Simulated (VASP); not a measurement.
**Si (a cell with a defect): relaxation of the atoms with PBE**

The system is Si (a cell with a defect).

```xyz
17
Lattice="0.0000 5.4300 5.4300 5.4300 0.0000 5.4300 5.4300 5.4300 0.0000" Properties=species:S:1:pos:R:3 pbc="T T T"
Si    0.0000    0.0000    0.0000
Si    1.3575    1.3575    1.3575
Si    2.7150    2.7150    0.0000
Si    4.0725    4.0725    1.3575
Si    2.7150    0.0000    2.7150
Si    4.0725    1.3575    4.0725
Si    5.4300    2.7150    2.7150
Si    6.7875    4.0725    4.0725
Si    0.0000    2.7150    2.7150
Si    1.3575    4.0725    4.0725
Si    2.7150    5.4300    2.7150
Si    4.0725    6.7875    4.0725
Si    2.7150    2.7150    5.4300
Si    4.0725    4.0725    6.7875
Si    5.4300    5.4300    5.4300
Si    6.7875    6.7875    6.7875
Si    7.4533    7.4106    8.7979
```

- Program: VASP 6.6.1
- Task: relaxation of the atoms
- Functional: PBE
- Potentials or basis: VASP PAW PBE potentials, release 64 (Si)
- Cutoff: 450 eV
- k mesh: 2 × 2 × 2
- Occupations: fermi-dirac, width 0.02 eV
- Spin: no spin polarisation
- Dipole correction: no
- Further INCAR settings: ALGO = Normal; EDIFF = 1e-07; IBRION = 2; EDIFFG = -0.08; NSW = 45

The energy gained by relaxing is 58.0 meV/atom and the ionic steps are 15. The pressure after relaxing is 4.8 GPa and the largest force after relaxing is 0.057 eV/Å.

Forces in eV/Å, atoms in the order of the input:
```
Si   0.003  0.029  0.025
Si  -0.020 -0.025  0.010
Si  -0.006  0.005 -0.034
Si   0.023  0.001 -0.027
Si   0.021  0.029 -0.026
Si  -0.020 -0.012  0.004
Si   0.010  0.011  0.026
Si   0.015 -0.025 -0.005
Si   0.039  0.006 -0.015
Si  -0.007 -0.038  0.003
Si   0.004 -0.022  0.024
Si   0.002  0.034  0.004
Si   0.013  0.009 -0.055
Si  -0.021  0.007  0.042
Si  -0.034 -0.039  0.016
Si  -0.001  0.029 -0.035
Si  -0.021  0.001  0.043
```

Stress tensor (GPa, compression positive):
```
 4.84 -0.44  0.44
-0.44  4.84  0.45
 0.44  0.45  4.85
```

The path:
| step | energy change (eV) | largest force (eV/Å) | pressure (GPa) |
| --- | --- | --- | --- |
| 1 | 0.0000 | 2.7118 | 7.63 |
| 2 | -0.7063 | 0.7437 | 6.29 |
| 3 | -0.7075 | 0.7317 | 6.30 |
| 4 | -0.7917 | 0.4189 | 6.12 |
| 5 | -0.7938 | 0.4180 | 6.10 |
| 6 | -0.8261 | 0.2765 | 6.02 |
| 7 | -0.8335 | 0.2498 | 5.98 |
| 8 | -0.8636 | 0.2200 | 5.90 |
| 9 | -0.9198 | 0.3530 | 5.64 |
| 10 | -0.8941 | 0.7631 | 5.06 |
| 11 | -0.9301 | 0.5115 | 5.43 |
| 12 | -0.9482 | 0.4378 | 5.33 |
| 13 | -0.9798 | 0.2094 | 5.01 |
| 14 | -0.9830 | 0.1140 | 4.86 |
| 15 | -0.9855 | 0.0569 | 4.84 |

Final structure:
```yaml
crystal:
  lattice:
    - [0.00000, 5.43000, 5.43000]
    - [5.43000, 0.00000, 5.43000]
    - [5.43000, 5.43000, 0.00000]
  atoms:
    - { symbol: Si, position: [0.98093, 0.98169, 0.05501] }
    - { symbol: Si, position: [0.12679, 0.12704, 0.13316] }
    - { symbol: Si, position: [0.00975, 0.01076, 0.50486] }
    - { symbol: Si, position: [0.10733, 0.10740, 0.67738] }
    - { symbol: Si, position: [0.01106, 0.49924, 0.99024] }
    - { symbol: Si, position: [0.12679, 0.61268, 0.13326] }
    - { symbol: Si, position: [0.00920, 0.47424, 0.50518] }
    - { symbol: Si, position: [0.14865, 0.61581, 0.61879] }
    - { symbol: Si, position: [0.49899, 0.01145, 0.99009] }
    - { symbol: Si, position: [0.61217, 0.12700, 0.13360] }
    - { symbol: Si, position: [0.47402, 0.00961, 0.50556] }
    - { symbol: Si, position: [0.61515, 0.14901, 0.61845] }
    - { symbol: Si, position: [0.49903, 0.49929, 0.98975] }
    - { symbol: Si, position: [0.64107, 0.64179, 0.07468] }
    - { symbol: Si, position: [0.51603, 0.51648, 0.45099] }
    - { symbol: Si, position: [0.61573, 0.61704, 0.61810] }
    - { symbol: Si, position: [0.81351, 0.81352, 0.55945] }
```

Levels at points of the mesh, in eV from the Fermi level:
```csv
k point,band 32,band 33,band 34,band 35,band 36,band 37
"(0.00, 0.00, 0.00)",-0.65,-0.65,-0.47,0.01,0.02,0.31
"(0.50, 0.00, 0.00)",-1.33,-0.82,-0.30,0.31,0.67,0.98
"(0.00, 0.50, 0.00)",-1.33,-0.82,-0.30,0.31,0.67,0.99
"(0.00, 0.00, 0.50)",-1.23,-1.23,0.01,0.48,0.48,1.25
"(0.50, 0.50, 0.50)",-1.33,-0.82,-0.30,0.31,0.67,0.98
"(0.50, 0.50, 0.00)",-1.69,-0.38,-0.24,0.56,1.46,1.54
"(0.00, 0.50, 0.50)",-1.69,-0.38,-0.24,0.56,1.46,1.54
"(0.50, 0.00, 0.50)",-1.69,-0.38,-0.24,0.56,1.46,1.54
```

It took 17 min on 1 thread of Intel(R) Xeon(R) Platinum 8375C CPU @ 2.90GHz (Ice Lake), with other jobs on the host, peak memory 0.41 GiB.

Caveat: the k points lie up to 0.50 Å⁻¹ apart; the relaxation stopped at a loose force limit of 0.08 eV/Å, so its end isn't a converged minimum.
